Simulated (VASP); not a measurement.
Al48HO71 (a cell with a defect): single point with HSE06

Al48HO71 (a cell with a defect):

```
Al O H
1.0
     9.54786    0.00000    0.00000
    -4.77393    8.26869    0.00000
     0.00000    0.00000   13.01358
Al O H
48 71 1
Cartesian
  2.3901 1.3745 2.4081
  0.0119 5.5149 2.4194
  7.1766 1.3603 2.4014
  4.7903 5.5108 2.4061
  -0.0001 2.7654 0.2373
  -2.3998 6.9006 0.2326
  4.7668 2.7654 0.2383
  2.3720 6.8931 0.2815
  0.0224 2.7356 4.1031
  -2.3776 6.8812 4.0931
  4.8127 2.7644 4.0230
  2.3981 6.8804 4.1078
  0.0154 2.7664 6.7667
  -2.4113 6.8835 6.7525
  4.8704 2.6516 6.6224
  2.4108 6.8522 6.7791
  -4.7546 8.2475 4.5882
  -2.3202 4.1247 4.5301
  0.0115 8.2461 4.5710
  2.4059 4.1103 4.5913
  -4.7699 8.2686 1.9287
  -2.3833 4.1310 1.8977
  4.7716 0.0097 1.9227
  2.3865 4.1353 1.9298
  -4.7622 8.2614 8.4367
  7.1110 4.1439 8.4200
  4.7647 0.0027 8.4301
  2.4539 4.2140 8.4205
  9.5273 0.0119 11.0906
  7.1395 4.1427 11.0730
  4.7277 0.0170 11.0855
  2.3619 4.1853 11.1205
  2.3790 1.4190 8.9267
  -0.0194 5.5168 8.9272
  7.1561 1.3856 8.9157
  4.5428 5.4872 8.9607
  2.4033 1.3781 6.2692
  -0.0060 5.5190 6.2742
  7.2183 1.3449 6.2622
  4.8405 5.3979 6.2344
  2.3749 1.3913 12.7656
  -0.0344 5.5243 12.7844
  7.1535 1.3984 12.7684
  4.7515 5.5328 12.7663
  -0.0079 2.7765 10.5935
  -2.4288 6.8966 10.5796
  4.7492 2.7710 10.5955
  2.3252 6.9801 10.6812
  -3.3042 8.2641 3.2524
  -0.9000 4.1224 3.2444
  1.4714 8.2557 3.2479
  3.8498 4.1308 3.2269
  3.1097 0.1150 1.0857
  0.7205 4.2490 1.1058
  7.8833 0.1233 1.1043
  5.5047 4.2544 1.0792
  -0.7153 1.2533 3.2511
  -3.0796 5.4076 3.2053
  4.0599 1.2579 3.2337
  1.6679 5.3915 3.2662
  1.6645 2.8623 3.2531
  -0.7250 7.0020 3.2544
  6.4661 2.8508 3.1910
  4.0546 6.9904 3.2600
  0.9228 1.3795 1.0859
  -1.4626 5.5185 1.0761
  5.6988 1.3845 1.0801
  3.3116 5.5189 1.1031
  1.6664 0.1198 7.5912
  -0.7551 4.2460 7.5903
  6.4353 0.1034 7.5887
  0.7472 1.4770 5.4197
  -1.6357 5.6202 5.4015
  5.5623 1.4522 5.3792
  3.1434 5.5752 5.4556
  -1.4299 2.7368 5.4038
  -3.8314 6.8616 5.4054
  3.3405 2.7109 5.3655
  0.9444 6.8773 5.4130
  -0.7405 1.5087 11.9296
  -3.1407 5.6372 11.9247
  4.0347 1.4939 11.9486
  1.6065 5.6543 12.0177
  7.8787 2.8808 9.7579
  5.4592 7.0029 9.7638
  3.0800 2.8433 9.8493
  0.6895 7.0277 9.7833
  3.1110 2.6421 1.0900
  0.7168 6.7879 1.1141
  7.8994 2.6451 1.0679
  5.5058 6.7827 1.0902
  3.8679 1.3897 7.5753
  1.3705 5.5638 7.6006
  8.6405 1.3765 7.5899
  6.2110 5.4816 7.5479
  1.6712 2.6475 7.5887
  -0.7702 6.7926 7.5942
  6.4715 2.6112 7.5649
  4.0583 6.8264 7.5664
  0.7441 4.0141 5.4298
  -1.6459 8.1508 5.4153
  5.5888 3.9994 5.2335
  3.1362 8.1291 5.4108
  1.4384 2.7787 11.9526
  -0.9561 6.9020 11.9337
  6.2231 2.7654 11.9287
  3.8342 6.9650 12.0184
  3.2863 0.0149 9.7594
  0.9139 4.1589 9.7755
  8.0630 0.0308 9.7850
  5.6785 4.1298 9.7510
  0.7166 1.2760 9.7619
  -1.6850 5.4104 9.7533
  5.4891 1.2746 9.7576
  3.0717 5.5238 10.0579
  -0.7524 4.0360 11.9294
  -3.1320 8.1699 11.9277
  4.0331 4.0213 11.9683
  1.6151 8.1863 11.9539
  4.3918 4.0362 7.1336
```

| Item | Value |
| --- | --- |
| Program | VASP 6.6.1 |
| Task | single point |
| Functional | HSE06 |
| Potentials or basis | VASP PAW PBE potentials, release 64 (Al, O, H) |
| Cutoff | 520 eV |
| k mesh | 1 × 1 × 1, shifted |
| Occupations | fermi-dirac, width 0.05 eV |
| Spin | no spin polarisation |

The largest force is 0.321 eV/Å.

Forces in eV/Å, atoms in the order of the input:
```
Al   0.004 -0.003 -0.018
Al   0.009 -0.001 -0.018
Al   0.003  0.001 -0.014
Al  -0.002  0.005 -0.022
Al   0.004  0.002 -0.023
Al   0.001  0.002 -0.020
Al  -0.012  0.016 -0.034
Al   0.010 -0.021 -0.021
Al  -0.002 -0.007  0.019
Al  -0.001 -0.006  0.021
Al   0.002  0.037  0.024
Al  -0.004  0.009  0.018
Al  -0.007  0.010 -0.012
Al  -0.002  0.001 -0.011
Al   0.001  0.057 -0.004
Al   0.013 -0.001  0.004
Al  -0.006 -0.012 -0.016
Al  -0.027 -0.005 -0.009
Al   0.010 -0.003 -0.016
Al   0.006  0.006 -0.017
Al   0.001  0.002  0.017
Al  -0.012  0.002  0.017
Al  -0.002 -0.004  0.021
Al   0.011  0.001  0.022
Al  -0.002 -0.024 -0.004
Al  -0.022  0.011  0.007
Al   0.003 -0.009  0.016
Al  -0.081  0.014  0.086
Al  -0.014 -0.006 -0.009
Al  -0.009  0.001 -0.032
Al  -0.009  0.000 -0.019
Al   0.033  0.045 -0.059
Al   0.000  0.017  0.014
Al   0.023 -0.006 -0.030
Al  -0.001  0.002 -0.016
Al  -0.145 -0.009  0.067
Al   0.004 -0.002  0.013
Al   0.018  0.006  0.039
Al   0.011 -0.004  0.014
Al   0.034 -0.029 -0.009
Al   0.001  0.005  0.019
Al   0.010  0.001  0.004
Al  -0.006  0.010  0.016
Al  -0.009 -0.004  0.013
Al  -0.002  0.005  0.013
Al  -0.008 -0.010  0.011
Al  -0.025  0.014  0.003
Al   0.032 -0.064 -0.009
O    0.022  0.007 -0.003
O    0.004  0.012  0.024
O    0.018  0.007  0.000
O    0.028 -0.005 -0.010
O    0.009 -0.014 -0.003
O    0.017 -0.017  0.000
O    0.005 -0.014  0.014
O    0.012 -0.025  0.003
O   -0.011  0.014 -0.006
O   -0.025  0.008 -0.006
O   -0.004  0.019 -0.018
O   -0.010  0.021 -0.002
O   -0.011 -0.024  0.004
O   -0.007 -0.018  0.009
O   -0.020 -0.029 -0.025
O   -0.013 -0.017 -0.002
O   -0.018 -0.003 -0.004
O   -0.012 -0.010 -0.018
O   -0.024 -0.001 -0.008
O   -0.026 -0.004 -0.004
O   -0.019 -0.020 -0.011
O    0.007 -0.023 -0.012
O   -0.010 -0.009 -0.001
O    0.009 -0.013  0.004
O    0.021 -0.023 -0.003
O   -0.032  0.011  0.073
O    0.014 -0.041  0.010
O   -0.002  0.001  0.000
O    0.008  0.018 -0.001
O   -0.030  0.007  0.010
O   -0.036  0.009 -0.007
O   -0.013 -0.018  0.012
O   -0.010 -0.015  0.006
O   -0.023 -0.028  0.001
O   -0.046 -0.006  0.037
O    0.015 -0.018  0.011
O    0.023  0.026  0.009
O    0.047 -0.053 -0.001
O   -0.001  0.010  0.007
O    0.009  0.018 -0.001
O    0.016  0.025  0.008
O    0.012  0.025 -0.015
O    0.009  0.025 -0.003
O    0.028 -0.005 -0.030
O    0.003  0.012 -0.030
O    0.019 -0.004 -0.022
O    0.023 -0.015 -0.063
O    0.005  0.019 -0.006
O   -0.014  0.026 -0.012
O   -0.016 -0.004 -0.019
O   -0.048  0.045  0.038
O    0.015  0.000  0.007
O    0.013  0.018  0.003
O    0.052 -0.004 -0.018
O    0.016  0.033 -0.002
O    0.011 -0.010  0.020
O    0.019  0.001  0.018
O    0.025  0.001  0.007
O    0.026 -0.019 -0.002
O   -0.017 -0.002  0.012
O   -0.037 -0.002 -0.001
O   -0.032  0.015  0.017
O    0.004 -0.028  0.034
O    0.015  0.015 -0.006
O    0.014  0.024  0.014
O    0.006  0.014  0.002
O   -0.050  0.105  0.120
O   -0.005  0.021  0.012
O   -0.006  0.020  0.009
O    0.017  0.023  0.032
O    0.019  0.002 -0.041
H    0.155 -0.160 -0.230
```

Levels at points of the mesh, in eV from the Fermi level:
```tsv
k point	band 284	band 285	band 286	band 287	band 288	band 289
(0.25, 0.25, 0.25)	-7.07	-6.90	-1.29	1.68	2.10	2.41
```

Wall time 48 min on 4 MPI ranks on Intel(R) Xeon(R) Platinum 8488C (Sapphire Rapids), with other jobs on the host, peak memory 0.9 GiB a rank.

Caveat: the cell carries a net charge on a neutralising background, which shifts energy and pressure; the cell is charged against a uniform background, so pressure and absolute levels hang on convention; the PAW data sets were made with another functional, which shifts forces and pressure a little.
